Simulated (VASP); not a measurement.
Wanted: the native input for a VASP 6.6.1 run.

| Property | Result |
| --- | --- |
| Task | single point |
| Functional | r2SCAN |
| Potentials or basis | VASP PAW PBE potentials, release 64 (Si, O) |
| Cutoff | 520 eV |
| k mesh | 8 × 8 × 8 |
| Occupations | gaussian, width 0.01 eV |
| Spin | no spin polarisation |
| Dipole correction | no |
| Further INCAR settings | ALGO = Normal; EDIFF = 1e-06; NBANDS = 25 |

SiO2:

```xyz
6
Lattice="-2.4720 2.4720 3.6578 2.4720 -2.4720 3.6578 2.4720 2.4720 -3.6578" Properties=species:S:1:pos:R:3 pbc="T T T"
Si    0.0000    0.0000    0.0000
Si    0.0000    2.4720    1.8289
O     1.2360    2.9583    2.7434
O     0.4863    1.2360    0.9145
O    -1.2360    1.9857    2.7434
O    -0.4863    3.7079    0.9145
```

These files were run (other wordings do the same):

POSCAR

```
SiO2
1.0
   -2.4719631570      2.4719631570      3.6578428214
    2.4719631570     -2.4719631570      3.6578428214
    2.4719631570      2.4719631570     -3.6578428214
Si O
2 4
Direct
    0.0000000000      0.0000000000      0.0000000000
    0.7500000000      0.2500000000      0.5000000000
    0.9733623208      0.6250000000      0.8483623208
    0.3750000000      0.2233623208      0.3483623208
    0.7766376792      0.1250000000      0.1516376792
    0.8750000000      0.0266376792      0.6516376792
```

INCAR.step1

```
ALGO = Normal
EDIFF = 1E-4
ENCUT = 520
GGA = PE
ISMEAR = 0
LASPH = True
LCHARG = False
LREAL = False
LWAVE = True
NBANDS = 25
NELM = 80
PREC = Accurate
SIGMA = 0.01
```

INCAR.step2

```
ALGO = Normal
EDIFF = 1E-6
ENCUT = 520
ISIF = 2
ISMEAR = 0
ISTART = 1
LASPH = True
LCHARG = False
LMIXTAU = True
LREAL = False
LWAVE = False
METAGGA = R2SCAN
NBANDS = 25
NELM = 80
PREC = Accurate
SIGMA = 0.01
```

KPOINTS

```
k-points
0
Gamma
  8 8 8
```

Potentials or basis: VASP PAW PBE potentials, release 64 (Si, O).

Launch:

```console
$ cat potpaw_PBE.64/Si/POTCAR potpaw_PBE.64/O/POTCAR > POTCAR
$ cp INCAR.step1 INCAR
$ mpirun -np 1 vasp_std > vasp.out
$ cp INCAR.step2 INCAR
$ mpirun -np 1 vasp_std > vasp.out
```

Results of the run:

| Item | Value |
| --- | --- |
| Pressure | 0.2 GPa |
| Band gap on the k mesh | 6.56 eV, direct |

Caveat: the PAW data sets were made with another functional, which shifts forces and pressure a little.

Run time: 6.8 min on 1 thread of Intel(R) Xeon(R) Platinum 8259CL CPU @ 2.50GHz (Skylake/Cascade Lake) (shared host), peak memory 0.3 GiB.
